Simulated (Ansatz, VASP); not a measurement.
## Co: VASP beside Ansatz

INCAR

```
SYSTEM = Co
PREC     = Accurate       ! precision mode
ENCUT    = 520            ! plane-wave cutoff, eV
EDIFF    = 1E-7           ! SCF threshold, eV
ISMEAR   = -1             ! smearing method
SIGMA    = 0.1            ! smearing width, eV
LREAL    = .FALSE.        ! projectors in reciprocal space
LASPH    = .TRUE.         ! aspherical terms in the spheres
NELM     = 100            ! most SCF steps
ALGO     = Normal         ! electronic algorithm
ISIF     = 2              ! what is computed and relaxed
LWAVE    = .FALSE.        ! write WAVECAR
LCHARG   = .FALSE.        ! write CHGCAR
GGA      = PE             ! functional
NBANDS   = 10             ! bands
```

KPOINTS

```
Automatic mesh
0
G
  26 26 26
  0 0 0
```

POSCAR

```
Co
1.0
   -1.3642605419      1.3642605419      1.3642605419
    1.3642605419     -1.3642605419      1.3642605419
    1.3642605419      1.3642605419     -1.3642605419
Co
1
Direct
    0.0000000000      0.0000000000      0.0000000000
```

Input for Ansatz:

```yaml
crystal:
  lattice:
    - [-1.3642605419, 1.3642605419, 1.3642605419]
    - [1.3642605419, -1.3642605419, 1.3642605419]
    - [1.3642605419, 1.3642605419, -1.3642605419]
  atoms:
    - { symbol: Co, position: [0.0, 0.0, 0.0] }
hamiltonian:
  xc: pbe
  pseudopotentials:
    kind: paw
    azcp:
      Co: "pseudopotentials/Co.paw.azcp"
basis:
  ecutwfc: 420
  fft_grid_basis: typed
kpoints:
  mp_grid: { grid: [26, 26, 26], shift: [0, 0, 0] }
magnetization:
  spin_polarized: false
scf:
  occupations: { method: fermi_dirac, width: 0.1 }
output:
  stress: true
```

Alike in both runs: task single point; functional PBE; k mesh 26 × 26 × 26; occupations fermi-dirac, width 0.1 eV; no spin polarisation.

```csv
,VASP,Ansatz
version,VASP 6.6.1,Ansatz 0.2.0
potentials or method,"VASP PAW PBE potentials, release 64 (Co), cutoff 520 eV","plane waves (420 eV) with PAW, scalar-relativistic"
valence electrons in the cell,9,17
```

VASP gave:

* pressure (GPa): 9.5

What did Ansatz give for the same quantities?

Pressure (GPa): 10.6.

With one functional, cell and mesh, what is left measures potentials, basis and numerics. VASP's potentials hold 9 valence electrons a cell and Ansatz's 17, so a difference there can come from the potentials and not from the codes.
